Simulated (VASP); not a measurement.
Input of a VASP 6.6.1 run:

File INCAR:

```
SYSTEM = CdS
PREC = Accurate
ENCUT = 520
EDIFF = 1E-6
ISMEAR = -1
SIGMA = 0.05
LREAL = .False.
LASPH = .True.
NELM = 80
ALGO = Normal
ISIF = 2
LWAVE = .False.
LCHARG = .False.
GGA = B5
ALDAX = 1.0
AGGAX = 1.0
AGGAC = 1.0
ALDAC = 0.0
IVDW = 13
VDW_S6 = 1.0
VDW_S8 = 2.34076671
VDW_A1 = 0.44488865
VDW_A2 = 4.0933009
NBANDS = 16
```

The input KPOINTS:

```
regular mesh
0
Gamma
  8 8 8
  0 0 0
```

Contents of POSCAR:

```
CdS
1.0
    0.0000000000      2.9165000000      2.9165000000
    2.9165000000      0.0000000000      2.9165000000
    2.9165000000      2.9165000000      0.0000000000
Cd S
1 1
Direct
    0.0000000000      0.0000000000      0.0000000000
    0.7500000000      0.7500000000      0.7500000000
```

Potentials or basis: VASP PAW PBE potentials, release 64 (Cd, S).

The run is started by

```bash
$ cat potpaw_PBE.64/Cd/POTCAR potpaw_PBE.64/S/POTCAR > POTCAR
$ mpirun -np 1 vasp_std > vasp.out
```

Question: Estimate the pressure.

Answer: 2.1 GPa.

Question: Predict the dispersion energy per atom.

Answer: -0.588 eV.

Caveat: the PAW data sets were made with another functional, which shifts forces and pressure a little.
